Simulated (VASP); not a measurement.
# BaHfO3 (P6/mmm) in VASP: notebook

BaHfO3 is run at these levels: PBE; tasks: single point.

All numbers are computed with VASP 6.6.1; they aren't measurements. Logs are shortened: lines on timing, memory, paths and dates and some standing lists are left out, and cuts for length are marked.

### Step 1. The cell of the first run

The structure is hexagonal, space group P6/mmm (No. 191). The conventional cell has a = 4.388 Å, b = 4.388 Å, c = 5.953 Å, α = 90.00°, β = 90.00°, γ = 120.00°. Ba (site symmetry 6/mmm) has 2 Hf at 2.98 Å and 12 O at 3.70 Å within 3.9 Å. Hf (site symmetry 6/mmm) has 6 O at 2.19 Å within 2.9 Å. Within 2.9 Å of O (site symmetry mmm) lie 4 O at 2.19 Å and 2 Hf at 2.19 Å.

### Step 2. Single point, PBE

INCAR

```
SYSTEM = BaHfO3
PREC = Accurate
ENCUT = 520
EDIFF = 1E-7
ISMEAR = 0
SIGMA = 0.1
LREAL = .False.
LASPH = .True.
NELM = 80
ALGO = Normal
ISIF = 2
LWAVE = .False.
LCHARG = .False.
GGA = PE
NBANDS = 27
```

KPOINTS

```
Automatic mesh
0
Gamma
  6 6 4
  0 0 0
```

POSCAR

```
BaHfO3
1.0
    4.3879760900      0.0000000000      0.0000000000
   -2.1939880400      3.8000987600      0.0000000000
    0.0000000000      0.0000000000      5.9534302500
Ba Hf O
1 1 3
Direct
    0.0000000000      0.0000000000      0.5000000000
    0.0000000000      0.0000000000      0.0000000000
    0.5000000000      0.0000000000      0.0000000000
    0.0000000000      0.5000000000      0.0000000000
    0.5000000000      0.5000000000      0.0000000000
```

Potentials or basis: VASP PAW PBE potentials, release 64 (Ba_sv, Hf_pv, O).

Command:

```sh
$ cat potpaw_PBE.64/Ba_sv/POTCAR potpaw_PBE.64/Hf_pv/POTCAR potpaw_PBE.64/O/POTCAR > POTCAR
$ mpirun -np 1 vasp_std > vasp.out
```

OUTCAR:

```text
SYSTEM = BaHfO3
   PREC = Accurate
   ENCUT = 520
   EDIFF = 1E-7
   ISMEAR = 0
   LREAL = .False.
   LASPH = .True.
   NELM = 80
   ISIF = 2
   GGA = PE

 ion  position               nearest neighbor table
   1  0.000  0.000  0.500-   2 2.98   2 2.98
   2  0.000  0.000  0.000-   4 2.19   4 2.19   5 2.19   5 2.19   3 2.19   3 2.19   1 2.98   1 2.98

   3  0.500  0.000  0.000-   2 2.19   2 2.19
   4  0.000  0.500  0.000-   2 2.19   2 2.19
   5  0.500  0.500  0.000-   2 2.19   2 2.19

  LATTYP: Found a hexagonal cell.
 ALAT       =     4.3879760900
 C/A-ratio  =     1.3567599567

  Lattice vectors:

 A1 = (   4.3879760900,   0.0000000000,   0.0000000000)
 A2 = (  -2.1939880400,   3.8000987600,   0.0000000000)
 A3 = (   0.0000000000,   0.0000000000,   5.9534302500)

Analysis of symmetry for initial positions (statically):
=====================================================================
 Subroutine PRICEL returns:
 Original cell was already a primitive cell.

 Routine SETGRP: Setting up the symmetry group for a
 hexagonal supercell.

 Subroutine GETGRP returns: Found 24 space group operations
 (whereof 24 operations were pure point group operations)
 out of a pool of 24 trial point group operations.

The static configuration has the point symmetry D_6h.

Analysis of symmetry for dynamics (positions and initial velocities):
=====================================================================
 Subroutine PRICEL returns:
 Original cell was already a primitive cell.

 Routine SETGRP: Setting up the symmetry group for a
 hexagonal supercell.

 Subroutine GETGRP returns: Found 24 space group operations
 (whereof 24 operations were pure point group operations)
 out of a pool of 24 trial point group operations.

The dynamic configuration has the point symmetry D_6h.

 Subroutine INISYM returns: Found 24 space group operations
 (whereof 24 operations are pure point group operations),
 and found     1 'primitive' translations

----------------------------------------------------------------------------------------

                                     Primitive cell

  volume of cell :      99.2719

  direct lattice vectors                    reciprocal lattice vectors
     4.387976090  0.000000000  0.000000000     0.227895499  0.131575527  0.000000000
    -2.193988040  3.800098760  0.000000000     0.000000000  0.263151056  0.000000000
     0.000000000  0.000000000  5.953430250     0.000000000  0.000000000  0.167970390

  length of vectors
     4.387976090  4.387976083  5.953430250     0.263151055  0.263151056  0.167970390

  position of ions in fractional coordinates (direct lattice)
     0.000000000  0.000000000  0.500000000
     0.000000000  0.000000000  0.000000000
     0.500000000  0.000000000  0.000000000
     0.000000000  0.500000000  0.000000000
     0.500000000  0.500000000  0.000000000

  ion indices of the primitive-cell ions
   primitive index   ion index
                 1           1
                 2           2
                 3           3
                 4           4
                 5           5

----------------------------------------------------------------------------------------

 KPOINTS: Automatic mesh

Automatic generation of k-mesh.
 Grid dimensions read from file:
 generate k-points for:    6    6    4

 Generating k-lattice:

  Cartesian coordinates                     Fractional coordinates (reciprocal lattice)
     0.037982583  0.021929255  0.000000000     0.166666667  0.000000000  0.000000000
     0.000000000  0.043858509  0.000000000     0.000000000  0.166666667  0.000000000
     0.000000000  0.000000000  0.041992597     0.000000000  0.000000000  0.250000000

  Length of vectors
     0.043858509  0.043858509  0.041992597

  Shift w.r.t. Gamma in fractional coordinates (k-lattice)
     0.000000000  0.000000000  0.000000000

 Subroutine IBZKPT returns following result:
 ===========================================

 Found     21 irreducible k-points:

 Following reciprocal coordinates:
            Coordinates               Weight
  0.000000  0.000000  0.000000      1.000000
  0.166667 -0.000000  0.000000      6.000000
  0.333333 -0.000000  0.000000      6.000000
  0.500000  0.000000  0.000000      3.000000
  0.166667  0.166667  0.000000      6.000000
  0.333333  0.166667  0.000000     12.000000
[... 13 lines left out ...]
  0.333333  0.166667  0.500000     12.000000
  0.333333  0.333333  0.500000      2.000000
   k-points           NKPTS =     21   k-points in BZ     NKDIM =     21   number of bands    NBANDS=     27
   number of dos      NEDOS =    301   number of ions     NIONS =      5
   total plane-waves  NPLWV =  62208
   dimension x,y,z NGX =    36 NGY =   36 NGZ =   48
   dimension x,y,z NGXF=    72 NGYF=   72 NGZF=   96
   ions per type =               1   1   3
   NGX,Y,Z   is equivalent  to a cutoff of  13.64, 13.64, 13.40 a.u.
   NGXF,Y,Z  is equivalent  to a cutoff of  27.28, 27.28, 26.81 a.u.
 SYSTEM =  BaHfO3
   PREC   = accura    normal or accurate (medium, high low for compatibility)
   ISTART =      0    job   : 0-new  1-cont  2-samecut
   ICHARG =      2    charge: 1-file 2-atom 10-const
   ISPIN  =      1    spin polarized calculation?
   LNONCOLLINEAR =      F non collinear calculations
   LSORBIT =      F    spin-orbit coupling
   LASPH  =      T    aspherical Exc in radial PAW
   ENCUT  =  520.0 eV  38.22 Ry    6.18 a.u.   8.16  8.16 11.07*2*pi/ulx,y,z
   NELM   =     80;   NELMIN=  2; NELMDL= -5     # of ELM steps
   EDIFF  = 0.1E-06   stopping-criterion for ELM
   LREAL  =      F    real-space projection
   EDIFFG = 0.1E-05   stopping-criterion for IOM
   NSW    =      0    number of steps for IOM
   IBRION =     -1    ionic relax: 0-MD 1-quasi-New 2-CG
   NFREE  =      0    steps in history (QN), initial steepest desc. (CG)
   ISIF   =      2    stress and relaxation
   ISYM   =      2    0-nonsym 1-usesym 2-fastsym
   POTIM  = 0.5000    time-step for ionic-motion
   TEBEG  =    0.0;   TEEND  =   0.0 temperature during run
   PSTRESS=    0.0 pullay stress
   NELECT =      38.0000    total number of electrons
   NUPDOWN=      -1.0000    fix difference up-down
   EMIN   =  10.00;   EMAX   =-10.00  energy-range for DOS
   EFERMI =   0.00;   METHOD = LEGACY
   ISMEAR =     0;   SIGMA  =   0.10  broadening in eV -4-tet -1-fermi 0-gaus
   EFERMI_NEDOS =   21; number of points for ismear=-14 and -15
   IALGO  =     38    algorithm
   IMIX   =      4    mixing-type and parameters
     AMIX     =   0.40;   BMIX     =  1.00
     AMIX_MAG =   1.60;   BMIX_MAG =  1.00
  volume/ion in A,a.u.               =      19.85       133.98
  Fermi-wavevector in a.u.,A,eV,Ry     =   1.188668  2.246257 19.224101  1.412932
  Thomas-Fermi vector in A             =   2.324792
   LORBIT       =      0    0 simple, 1 ext, 2 COOP (PROOUT), +10 PAW based schemes
   GGA     = PE    functional components
   LHFCALC =     F    Hartree Fock is set to
   AEXX    =    0.0000 exact exchange contribution
   IVDW    =     0    specifies the selected vdW correction
   LEPSILON=     F    determine dielectric tensor
   LRPA    =     F    only Hartree local field effects (RPA)
 non-spin polarized calculation
 Gauss-broadening in eV      SIGMA  =   0.10
  energy-cutoff  :      520.00
  volume of cell :       99.27
 maximum number of plane-waves:      2710
 NGX is ok and might be reduce to    36
   NGX = 17   NGY = 17   NGZ = 23

 number of electron      37.9999987 magnetization

 Free energy of the ion-electron system (eV)
  ---------------------------------------------------
  ext. energy  EPLUGINS =         0.00000000
  ---------------------------------------------------
  free energy    TOTEN  =       -30.82407882 eV

  energy without entropy =      -30.80033186  energy(sigma->0) =      -30.81220534

 E-fermi :   3.2481     XC(G=0):  -9.2499

 val. band max:        3.1221325549   @ k =   0.3333  -0.0000   0.0000
 cond. band min:       3.2558197816   @ k =   0.5000   0.0000   0.2500
 fundamental gap:      0.1336872267
 Fermi energy:         3.2480993773

 k-point     1 :       0.0000    0.0000    0.0000
  band No.  band energies     occupation
      1     -27.8202      2.00000
      2     -27.6026      2.00000
      3     -27.6026      2.00000
      4     -25.8337      2.00000
      5     -16.8015      2.00000
      6     -13.9543      2.00000
[... 19 lines left out ...]
     26       8.0470      0.00000
     27       8.0470      0.00000

 k-point     2 :       0.1667   -0.0000    0.0000
  band No.  band energies     occupation
      1     -27.8192      2.00000
      2     -27.6298      2.00000
      3     -27.6100      2.00000
      4     -25.8252      2.00000
      5     -16.5731      2.00000
      6     -14.1277      2.00000
[... 19 lines left out ...]
     26       8.2886      0.00000
     27       8.3322      0.00000

 k-point     3 :       0.3333   -0.0000    0.0000
  band No.  band energies     occupation
      1     -27.8174      2.00000
      2     -27.6830      2.00000
      3     -27.6247      2.00000
      4     -25.8082      2.00000
      5     -15.9840      2.00000
      6     -14.5896      2.00000
[... 19 lines left out ...]
     26       8.2248      0.00000
     27       8.7376      0.00000

 k-point     4 :       0.5000    0.0000    0.0000
  band No.  band energies     occupation
      1     -27.8165      2.00000
      2     -27.7091      2.00000
      3     -27.6320      2.00000
      4     -25.7996      2.00000
      5     -15.3317      2.00000
      6     -15.1693      2.00000
[... 19 lines left out ...]
     26       8.5627      0.00000
     27       8.8976      0.00000
[... 426 lines left out ...]
      4     -25.7202      2.00000
      5     -16.1691      2.00000
      6     -14.3951      2.00000
[... 19 lines left out ...]
     26       5.9683      0.00000
     27       6.4579      0.00000

 k-point    20 :       0.3333    0.1667    0.5000
  band No.  band energies     occupation
      1     -27.8721      2.00000
      2     -27.6962      2.00000
      3     -27.6451      2.00000
      4     -25.7081      2.00000
      5     -15.5194      2.00000
      6     -14.8486      2.00000
[... 19 lines left out ...]
     26       6.0782      0.00000
     27       6.8327      0.00000

 k-point    21 :       0.3333    0.3333    0.5000
  band No.  band energies     occupation
      1     -27.8715      2.00000
      2     -27.6791      2.00000
      3     -27.6791      2.00000
      4     -25.7040      2.00000
      5     -15.0649      2.00000
      6     -15.0649      2.00000
[... 19 lines left out ...]
     26       6.5952      0.00000
     27       6.5952      0.00000

------------------------ aborting loop because EDIFF is reached ----------------------------------------

  FORCE on cell =-STRESS in cart. coord.  units (eV):
  Direction    XX          YY          ZZ          XY          YZ          ZX
  --------------------------------------------------------------------------------------
  -------------------------------------------------------------------------------------
  Total       -2.0478156     -2.0478156      8.8525430     -0.0000000     -0.0000000     -0.0000000
  in kB      -33.0502716    -33.0502716    142.8736767     -0.0000000     -0.0000000     -0.0000000
  external PRESSURE =      25.5910445 kB  Pullay stress =       0.0000000 kB

 VOLUME and BASIS-vectors are now :
 -----------------------------------------------------------------------------
  energy-cutoff  :      520.00
  volume of cell :       99.27
      direct lattice vectors                 reciprocal lattice vectors
     4.387976090  0.000000000  0.000000000     0.227895499  0.131575527  0.000000000
    -2.193988040  3.800098760  0.000000000     0.000000000  0.263151056  0.000000000
     0.000000000  0.000000000  5.953430250     0.000000000  0.000000000  0.167970390

 POSITION                                       TOTAL-FORCE (eV/Angst)
 -----------------------------------------------------------------------------------
      0.00000      0.00000      2.97672        -0.000000      0.000000      0.000000
      0.00000      0.00000      0.00000        -0.000000      0.000000      0.000000
      2.19399      0.00000      0.00000         0.000000      0.000000      0.000000
     -1.09699      1.90005      0.00000        -0.000000      0.000000      0.000000
      1.09699      1.90005      0.00000        -0.000000      0.000000      0.000000
 -----------------------------------------------------------------------------------
    total drift:                                0.000000      0.000000     -0.000000

  FREE ENERGIE OF THE ION-ELECTRON SYSTEM (eV)
  ---------------------------------------------------
  free  energy   TOTEN  =       -30.8240788182 eV

  energy  without entropy=      -30.8003318550  energy(sigma->0) =      -30.81220534
```

Wall time 30 s (1 thread of Intel Xeon 6975P-C (Granite Rapids), shared host); peak memory 0.26 GiB.

Results:

| Item | Value |
| --- | --- |
| Free energy | -30.8241 eV |
| Pressure | 2.6 GPa |
| Band gap on the k mesh | zero (band 19 reaches 3.96 eV, above the bottom of band 20 at 2.90 eV) |

Caveat: spin-orbit coupling is left out, which moves the levels of the heavy elements.

(Continued in part 2 of 2.)
